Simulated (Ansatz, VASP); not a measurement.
AlN: VASP beside Ansatz

```
CELL_PARAMETERS angstrom
0.00000 1.98245 1.98245
1.98245 0.00000 1.98245
1.98245 1.98245 0.00000
ATOMIC_POSITIONS crystal
Al 0.50000 0.50000 0.50000
N 0.00000 0.00000 0.00000
```

Alike in both runs: task single point; functional PBE; k mesh 10 × 10 × 10; occupations gaussian, width 0.02 eV; no spin polarisation.

|  | VASP | Ansatz |
| --- | --- | --- |
| version | VASP 6.6.1 | Ansatz 0.2.0 |
| potentials or method | VASP PAW PBE potentials, release 64 (Al, N), cutoff 600 eV | scalar-relativistic, plane waves, PAW |
| valence electrons in the cell | 8 | 8 |

|  | VASP | Ansatz | Ansatz less VASP |
| --- | --- | --- | --- |
| gap on the k mesh at the Fermi level (eV) | 5.19 | 5.18 | -0.003 |
| least direct gap on the mesh (eV) | 6.55 | 6.53 | -0.018 |
| pressure (GPa) | 22.8 | 23.2 | +0.48 |
